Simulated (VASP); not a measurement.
Wanted: the native input for a VASP 6.6.1 run.

```
Task                   : single point
Functional             : r2SCAN
Potentials or basis    : VASP PAW PBE potentials, release 64 (Ti_sv, Al)
Cutoff                 : 520 eV
k mesh                 : 10 × 10 × 6
Occupations            : gaussian, width 0.15 eV
Spin                   : no spin polarisation
Dipole correction      : no
Further INCAR settings : ALGO = Normal; EDIFF = 1e-06; NBANDS = 36
```

Ti3Al5:

```
Ti Al
1.0
     3.89829    0.00000    0.00000
     0.00000    3.89829    0.00000
     0.00000    0.00000    7.90869
Ti Al
3 5
Direct
  0.00000 0.00000 0.50000
  0.50000 0.50000 0.00000
  0.50000 0.50000 0.50000
  0.00000 0.50000 0.25133
  0.00000 0.50000 0.74867
  0.50000 0.00000 0.25133
  0.50000 0.00000 0.74867
  0.00000 0.00000 0.00000
```

This cell differs from its parent crystal: strain +0.000 along x and y, -0.050 along z.

One way to write it, as run:

POSCAR

```
Ti3Al5
1.0
    3.8982868572      0.0000000000      0.0000000000
    0.0000000000      3.8982868572      0.0000000000
    0.0000000000      0.0000000000      7.9086853463
Ti Al
3 5
Direct
    0.0000000000      0.0000000000      0.5000000000
    0.5000000000      0.5000000000      0.0000000000
    0.5000000000      0.5000000000      0.5000000000
    0.0000000000      0.5000000000      0.2513308222
    0.0000000000      0.5000000000      0.7486691778
    0.5000000000      0.0000000000      0.2513308222
    0.5000000000      0.0000000000      0.7486691778
    0.0000000000      0.0000000000      0.0000000000
```

INCAR.step1

```
  PREC = Accurate
  ENCUT = 520
  ISMEAR = 0
  SIGMA = 0.15
  LREAL = False
  LASPH = True
  NELM = 60
  NBANDS = 36
  GGA = PE
  ALGO = Normal
  EDIFF = 1E-4
  LWAVE = True
  LCHARG = False
```

INCAR.step2

```
  PREC = Accurate
  ENCUT = 520
  EDIFF = 1E-6
  ISMEAR = 0
  SIGMA = 0.15
  LREAL = False
  LASPH = True
  NELM = 60
  ALGO = Normal
  ISIF = 2
  LWAVE = False
  LCHARG = False
  METAGGA = R2SCAN
  LMIXTAU = True
  NBANDS = 36
  ISTART = 1
```

KPOINTS

```
regular mesh
0
Gamma
  10 10 6
```

Potentials or basis: VASP PAW PBE potentials, release 64 (Ti_sv, Al).

Run with:

```bash
$ cat potpaw_PBE.64/Ti_sv/POTCAR potpaw_PBE.64/Al/POTCAR > POTCAR
$ cp INCAR.step1 INCAR
$ mpirun -np 1 vasp_std > vasp.out
$ cp INCAR.step2 INCAR
$ mpirun -np 1 vasp_std > vasp.out
```

It gave:

```
Pressure               : 6.9 GPa
Largest force          : 0.040 eV/Å
Band gap on the k mesh : zero (an odd number of electrons rules out a gap without spin polarisation)
```

Caveat: the cell differs from its parent crystal (strain +0.000 along x and y, -0.050 along z); the stress differs along the axes, from 5 to 11 GPa; the PAW data sets were made with another functional, which shifts forces and pressure a little.

It took 17 min on 1 thread of Intel(R) Xeon(R) Platinum 8488C (Sapphire Rapids), with other jobs on the host, peak memory 0.43 GiB.
